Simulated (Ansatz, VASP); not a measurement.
# Fe: VASP beside Ansatz

```
CELL_PARAMETERS angstrom
1.70008 -1.72624 0.00000
1.70008 1.72624 0.00000
0.00000 0.00000 3.70970
ATOMIC_POSITIONS crystal
Fe 0.50000 0.50000 0.50000
Fe 0.00000 0.00000 0.00000
```

Alike in both runs: task single point; functional PBE; k mesh 12 × 12 × 8; occupations fermi-dirac, width 0.05 eV; collinear spin.

|  | VASP | Ansatz |
| --- | --- | --- |
| version | VASP 6.6.1 | Ansatz 0.2.0 |
| potentials or method | VASP PAW PBE potentials, release 64 (Fe) | PAW with Ansatz's default frozen-core files, scalar-relativistic |
| plane-wave cutoff (eV) | 520 | 420 |
| valence electrons in the cell | 16 | 32 |

```tsv
	VASP	Ansatz	Ansatz less VASP
pressure (GPa)	-1.7	-1.4	+0.27
traceless stress, the component that is largest in VASP (GPa)	0.49	0.69	+0.203
net moment per atom (μB)	0.00	0.00	0.000
size of the moment on the site where the two differ most (μB)	1.64	1.59	-0.046
```

Site moments also hang on the region over which each program counts them. With one functional, cell and mesh, what is left measures potentials, basis and numerics. VASP's potentials hold 16 valence electrons a cell and Ansatz's 32, so a difference there can come from the potentials and not from the codes.
